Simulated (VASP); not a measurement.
# TeAu2S3 (I4/mmm) in VASP: further runs, part 2 of 2

VASP 6.6.1. Earlier steps stand in the parts before.

## (3) Single point, PBE

This run uses another cell than the first one, of the same volume but with other edges.

INCAR

```
PREC = Accurate
ENCUT = 500
EDIFF = 1E-6
ISMEAR = 0
SIGMA = 0.15
LREAL = F
LASPH = T
NELM = 120
ALGO = Normal
ISIF = 2
LWAVE = F
LCHARG = F
GGA = PE
NBANDS = 32
GGA_COMPAT = F
```

KPOINTS

```
Automatic mesh
0
Gamma
  3 3 3
```

POSCAR

```
TeAu2S3
1.0
   -2.6526036145      2.6526036145      5.0373265195
    2.6526036145     -2.6526036145      5.0373265195
    2.6526036145      2.6526036145     -5.0373265195
Te S Au
1 3 2
Direct
    0.0000000000      0.0000000000      0.0000000000
    0.5000000000      0.5000000000      0.0000000000
    0.5000000000      0.0000000000      0.5000000000
    0.0000000000      0.5000000000      0.5000000000
    0.7363900539      0.7363900539      0.0000000000
    0.2636099461      0.2636099461      0.0000000000
```

Potentials or basis: VASP PAW PBE potentials, release 64 (Te, S, Au).

The run is started by

```console
> cat potpaw_PBE.64/Te/POTCAR potpaw_PBE.64/S/POTCAR potpaw_PBE.64/Au/POTCAR > POTCAR
> mpirun -np 1 vasp_std > vasp.out
```

OUTCAR:

```text
PREC = Accurate
   ENCUT = 500
   EDIFF = 1E-6
   ISMEAR = 0
   LREAL = F
   LASPH = T
   NELM = 120
   ISIF = 2
   GGA = PE

 ion  position               nearest neighbor table
   1  0.000  0.000  0.000-   3 2.65   4 2.65   4 2.65   3 2.65   5 2.66   6 2.66
   2  0.500  0.500  0.000-   5 2.38   6 2.38   3 2.65   4 2.65   3 2.65   4 2.65
   3  0.500  0.000  0.500-   1 2.65   2 2.65   2 2.65   1 2.65
   4  0.000  0.500  0.500-   1 2.65   2 2.65   1 2.65   2 2.65
   5  0.736  0.736  0.000-   2 2.38   1 2.66
   6  0.264  0.264  0.000-   2 2.38   1 2.66

  LATTYP: Found a body centered tetragonal cell.
 ALAT       =     5.3052072290
 C/A-ratio  =     1.8990121600

  Lattice vectors:

 A1 = (  -2.6526036145,   2.6526036145,   5.0373265195)
 A2 = (   2.6526036145,  -2.6526036145,   5.0373265195)
 A3 = (   2.6526036145,   2.6526036145,  -5.0373265195)

Analysis of symmetry for initial positions (statically):
=====================================================================
 Subroutine PRICEL returns:
 Original cell was already a primitive cell.

[... 162 lines left out ...]
 cond. band min:       5.0261202250   @ k =   0.0000   0.0000   0.0000
 fundamental gap:      0.0980934063
 Fermi energy:         5.0226443295

 k-point     1 :       0.0000    0.0000    0.0000
  band No.  band energies     occupation
      1     -10.2766      2.00000
      2      -7.5247      2.00000
      3      -7.0855      2.00000
      4      -4.3403      2.00000
      5      -1.9805      2.00000
      6      -1.9805      2.00000
[... 199 lines left out ...]
     31      10.2779      0.00000
     32      11.7985      0.00000

------------------------ aborting loop because EDIFF is reached ----------------------------------------

  FORCE on cell =-STRESS in cart. coord.  units (eV):
  Direction    XX          YY          ZZ          XY          YZ          ZX
  --------------------------------------------------------------------------------------
  -------------------------------------------------------------------------------------
  Total       -0.2095784     -0.2095784     -0.1654749      0.0000000      0.0000000      0.0000000
  in kB       -2.3683848     -2.3683848     -1.8699838      0.0000000      0.0000000      0.0000000
  external PRESSURE =      -2.2022511 kB  Pullay stress =       0.0000000 kB

 VOLUME and BASIS-vectors are now :
 -----------------------------------------------------------------------------
  energy-cutoff  :      500.00
  volume of cell :      141.78
      direct lattice vectors                 reciprocal lattice vectors
    -2.652603614  2.652603614  5.037326519     0.000000000  0.188494051  0.099259001
     2.652603614 -2.652603614  5.037326519     0.188494051  0.000000000  0.099259001
     2.652603614  2.652603614 -5.037326519     0.188494051  0.188494051  0.000000000

 POSITION                                       TOTAL-FORCE (eV/Angst)
 -----------------------------------------------------------------------------------
      0.00000      0.00000      0.00000         0.000000      0.000000      0.000000
      0.00000      0.00000      5.03733         0.000000      0.000000      0.000000
      0.00000      2.65260      0.00000         0.000000      0.000000      0.000000
      2.65260      0.00000      0.00000         0.000000      0.000000     -0.000000
      0.00000      0.00000      7.41887        -0.000000     -0.000000     -0.002526
      0.00000      0.00000      2.65578         0.000000      0.000000      0.002526
 -----------------------------------------------------------------------------------
    total drift:                                0.000000      0.000000     -0.000000

  FREE ENERGIE OF THE ION-ELECTRON SYSTEM (eV)
  ---------------------------------------------------
  free  energy   TOTEN  =       -18.7973435937 eV

  energy  without entropy=      -18.7534015886  energy(sigma->0) =      -18.77537259
```

It took 74 s on 1 thread of Intel Xeon 8259CL, shared host; peak memory 0.32 GiB.

Results:

```
Free energy            : -18.7973 eV
Pressure               : -0.2 GPa
Band gap on the k mesh : zero (bands 23 and 24 overlap by 2.64 eV)
```

Forces on the atoms (eV/Å):
```
Te   0.000  0.000  0.000
S    0.000  0.000  0.000
S    0.000  0.000  0.000
S    0.000  0.000  0.000
Au   0.000  0.000 -0.003
Au   0.000  0.000  0.003
```

Levels at points of the mesh, in eV from the Fermi level:
| k point | band 19 | band 20 | band 21 | band 22 | band 23 | band 24 | band 25 | band 26 | band 27 | band 28 |
| --- | --- | --- | --- | --- | --- | --- | --- | --- | --- | --- |
| (0.00, 0.00, 0.00) | -2.25 | -1.57 | -1.02 | -0.94 | 0.00 | 2.24 | 2.24 | 2.39 | 2.39 | 3.97 |

Caveat: the k points lie up to 0.45 Å⁻¹ apart, too coarse for converged energies and pressures of a metal; spin-orbit coupling is left out, which moves the levels of the heavy elements.

## (4) Single point, PBE

This run uses another cell than the first one, of 23.89 Å³/atom.

INCAR is that of step 3.

KPOINTS

```
regular mesh
0
Gamma
  3 3 3
```

POSCAR

```
TeAu2S3
1.0
   -2.7156916969      2.7156916969      4.8596406725
    2.7156916969     -2.7156916969      4.8596406725
    2.7156916969      2.7156916969     -4.8596406725
Te S Au
1 3 2
Direct
    0.0000000000      0.0000000000      0.0000000000
    0.7500000000      0.2500000000      0.5000000000
    0.2500000000      0.7500000000      0.5000000000
    0.5000000000      0.5000000000      0.0000000000
    0.5000000000      0.0000000000      0.5000000000
    0.0000000000      0.5000000000      0.5000000000
```

The run is started by

```console
> cat potpaw_PBE.64/Te/POTCAR potpaw_PBE.64/S/POTCAR potpaw_PBE.64/Au/POTCAR > POTCAR
> mpirun -np 1 vasp_std > vasp.out
```

Run time: 76 s. Hardware: 1 thread of Intel Xeon 8259CL, shared host; peak memory 0.31 GiB.

Results (log left out):

```
Free energy            : -18.2606 eV
Pressure               : 0.0 GPa
Band gap on the k mesh : zero (bands 23 and 24 overlap by 0.98 eV)
```

Stress tensor (GPa, compression positive):
```
-0.05  0.00  0.00
 0.00 -0.05  0.00
 0.00  0.00  0.24
```

Levels at points of the mesh, in eV from the Fermi level:
```tsv
k point	band 21	band 22	band 23	band 24	band 25	band 26
(0.00, 0.00, 0.00)	-1.18	-0.80	-0.80	0.02	0.09	0.09
```

Caveat: the k points lie up to 0.44 Å⁻¹ apart, too coarse for converged energies and pressures of a metal; spin-orbit coupling is left out, which moves the levels of the heavy elements.

## (5) Summary

| cell | gap on the mesh (eV) | pressure (GPa) |
| --- | --- | --- |
| a = 6.116 Å, angles 126.9, 126.9, 78.4°, 6 atoms, atomic positions A | none | -0.2 |
| a = 6.281 Å, angles 130.0, 130.0, 73.4°, 6 atoms, atomic positions B | none | -0.2 |
| a = 6.194 Å, angles 128.0, 128.0, 76.6°, 6 atoms, atomic positions C | none | 0.0 |

Alike in all rows: task single point; level PBE; potentials or basis VASP PAW PBE potentials, release 64 (Te, S, Au); no spin polarisation; k mesh 3 × 3 × 3; cutoff (eV) 500; smearing gaussian 0.15 eV.

Caveats: all runs use coarse meshes; spin-orbit coupling is left out, which moves the levels of the heavy elements.

Total energies depend on the potentials used, so only differences within one code and one set of settings carry meaning.

The gap in the log of VASP goes by the Fermi energy; the results here count the filled bands.